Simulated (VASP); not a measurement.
Set up this calculation in VASP 6.6.1, as the native input.

* Task: single point
* Functional: PBE
* Potentials or basis: VASP PAW PBE potentials, release 64 (Ga_d, N)
* Cutoff: 520 eV
* k mesh: 8 × 6 × 6
* Occupations: gaussian, width 0.05 eV
* Spin: no spin polarisation
* Dipole correction: no
* Further INCAR settings: ALGO = Normal; EDIFF = 1e-06; NBANDS = 46

The structure of GaN lies in POSCAR:

```
GaN
1.0
   -3.2185392732      0.0000000000      0.0000000000
    0.0000000000      0.0000000000     -5.2433778863
    0.0000000001     -5.5746735474      0.0000000000
Ga N
4 4
Direct
    0.5000000000      0.0012044759      0.1693472453
    0.0000000000     -0.0009796668      0.6639871979
    0.0000000000      0.4990203332      0.3360128021
    0.5000000000      0.5012044759      0.8306527547
    0.5000000000      0.6274007414      0.1671232284
    0.0000000000      0.6283486330      0.6662171389
    0.0000000000      0.1283486330      0.3337828611
    0.5000000000      0.1274007414      0.8328767716
```

This cell differs from its parent crystal: mode 11 frozen in at -0.016 Å and mode 13 at -0.020 Å (largest displacements).

One way to write it, as run:

INCAR

```
  ALGO = Normal
  EDIFF = 1E-6
  ENCUT = 520
  GGA = PE
  ISIF = 2
  ISMEAR = 0
  LASPH = True
  LCHARG = True
  LELF = True
  LREAL = False
  LVHAR = True
  LWAVE = False
  NBANDS = 46
  NELM = 80
  PREC = Accurate
  SIGMA = 0.05
```

KPOINTS

```
k-points
0
Gamma
  8 6 6
```

Potentials or basis: VASP PAW PBE potentials, release 64 (Ga_d, N).

Command:

```sh
$ cat potpaw_PBE.64/Ga_d/POTCAR potpaw_PBE.64/N/POTCAR > POTCAR
$ mpirun -np 1 vasp_std > vasp.out
```

Results of the run:

```yaml
Pressure: 0.1 GPa
Largest_force: 0.532 eV/Å
Band_gap_on_the_k_mesh: 1.68 eV
```

Caveat: the cell differs from its parent crystal (mode 11 frozen in at -0.016 Å and mode 13 at -0.020 Å (largest displacements)).

Wall time 5.3 min on 1 thread of Intel(R) Xeon(R) Platinum 8488C (Sapphire Rapids) (shared host), peak memory 0.36 GiB.
